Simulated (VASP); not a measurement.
Set up this calculation in VASP 6.6.1, as the native input.

```
Task                   : single point
Functional             : PBE
Potentials or basis    : VASP PAW PBE potentials, release 64 (Al, Ni)
Cutoff                 : 520 eV
k mesh                 : 20 × 20 × 7
Occupations            : gaussian, width 0.15 eV
Spin                   : no spin polarisation
Dipole correction      : no
Further INCAR settings : ALGO = Fast; EDIFF = 1e-07; NBANDS = 28
```

The structure of AlNi lies in POSCAR:

```
AlNi
1.0
    0.0000000000     -2.8930835280      0.0000000000
    0.0000000000      0.0000000000     -2.8930835280
   10.1792505841      0.0000000000      0.0000000000
Al Ni
3 3
Direct
    0.0000000000      1.0000000000      0.7815737497
    0.0000000000      1.0000000000      0.2131461421
    0.0000000000      1.0000000000      0.4973599459
    0.5000000000      0.5000000000      0.0710392403
    0.5000000000      0.5000000000      0.3552530440
    0.5000000000      0.5000000000      0.6394668478
```

This cell differs from its parent crystal: the distance across one plane changed.

These files were run (other wordings do the same):

INCAR

```
ALGO = Fast ; EDIFF = 1E-7
ENCUT = 520 ; GGA = PE
ISIF = 2 ; ISMEAR = 0
LASPH = True ; LCHARG = False
LREAL = False ; LWAVE = False
NBANDS = 28 ; NELM = 80
PREC = Accurate ; SIGMA = 0.15
```

KPOINTS

```
k-points
0
Gamma
  20 20 7
```

Potentials or basis: VASP PAW PBE potentials, release 64 (Al, Ni).

The run is started by

```bash
$ cat potpaw_PBE.64/Al/POTCAR potpaw_PBE.64/Ni/POTCAR > POTCAR
$ mpirun -np 1 vasp_std > vasp.out
```

It gave:

The pressure is -6.2 GPa and the largest force is 0.792 eV/Å. The band gap on the k mesh is zero (an odd number of electrons rules out a gap without spin polarisation).

Caveat: the cell differs from its parent crystal (the distance across one plane changed); the cell stands under tension.

It took 20 min on 1 thread of Oxide Virtual Turin-like Processor, on a shared host, peak memory 0.56 GiB.
